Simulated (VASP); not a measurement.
# SrMg: electric field gradients with LDA

The system is SrMg.

```
CELL_PARAMETERS angstrom
3.82039 0.00000 0.00000
0.00000 3.82039 0.00000
0.00000 0.00000 3.82039
ATOMIC_POSITIONS crystal
Sr 0.50000 0.50000 0.50000
Mg 0.00000 0.00000 0.00000
```

This cell differs from its parent crystal: volume scaled by 0.94.

```
Program                : VASP 6.6.1
Task                   : electric field gradients
Functional             : LDA
Potentials or basis    : VASP PAW LDA potentials, release 64 (Sr_sv, Mg)
Cutoff                 : 520 eV
k mesh                 : 9 × 9 × 9
Occupations            : fermi-dirac, width 0.05 eV
Spin                   : no spin polarisation
Dipole correction      : no
Further INCAR settings : ALGO = Normal; EDIFF = 1e-08; NBANDS = 13
```

* Pressure: 5.7 GPa
* Band gap on the k mesh: zero (band 6 reaches 3.48 eV, above the bottom of band 7 at 2.06 eV)

Levels at points of the mesh, in eV from the Fermi level:
| k point | band 3 | band 4 | band 5 | band 6 | band 7 | band 8 | band 9 | band 10 |
| --- | --- | --- | --- | --- | --- | --- | --- | --- |
| (0.00, 0.00, 0.00) | -17.33 | -17.33 | -5.38 | 0.53 | 0.53 | 4.74 | 4.74 | 4.74 |

Wall time 8 s on 1 thread of Intel(R) Xeon(R) 6975P-C (Granite Rapids) (shared host), peak memory 0.15 GiB.

Caveat: without QUAD_EFG the Cq values of the log hold for a quadrupole moment of 1 mb, not for the nuclei.
